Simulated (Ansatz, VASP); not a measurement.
**AlRu in VASP and in Ansatz**

```
Al Ru
1.0
    -2.97641    0.00000   -2.97641
     0.00000   -2.97641   -2.97641
    -2.97641   -2.97641    0.00000
Al Ru
2 2
Direct
  0.00000 0.00000 0.00000
  0.50000 0.50000 0.50000
  0.21850 0.28150 0.21850
  0.78150 0.71850 0.78150
```

Change from the starting cell: mode 4 (187.9 1/cm) frozen in, largest displacement +0.188 Å.

Alike in both runs: task single point; functional PBEsol; k mesh 18 × 18 × 18; occupations gaussian, width 0.15 eV; no spin polarisation.

|  | VASP | Ansatz |
| --- | --- | --- |
| version | VASP 6.6.1 | Ansatz 0.2.0 |
| potentials or method | VASP PAW PBE potentials, release 64 (Al, Ru_pv), cutoff 520 eV | scalar-relativistic, plane waves, PAW |
| valence electrons in the cell | 34 | 38 |

|  | VASP | Ansatz | Ansatz less VASP |
| --- | --- | --- | --- |
| gap on the k mesh at the Fermi level (eV) | none | none | - |
| pressure (GPa) | 6.2 | 6.1 | -0.15 |
| traceless stress, the component that is largest in VASP (GPa) | 3.96 | 3.98 | +0.014 |
| rms of the force components (eV/Å) | 1.194 | 1.187 | -0.0073 |

VASP's potentials were made for PBE, not for PBEsol. Atom by atom the forces differ by 0.007 eV/Å (rms over components). A gap of «none» marks a metal or a gap that the smearing closes. VASP's potentials hold 34 valence electrons a cell and Ansatz's 38, so a difference there can come from the potentials and not from the codes.
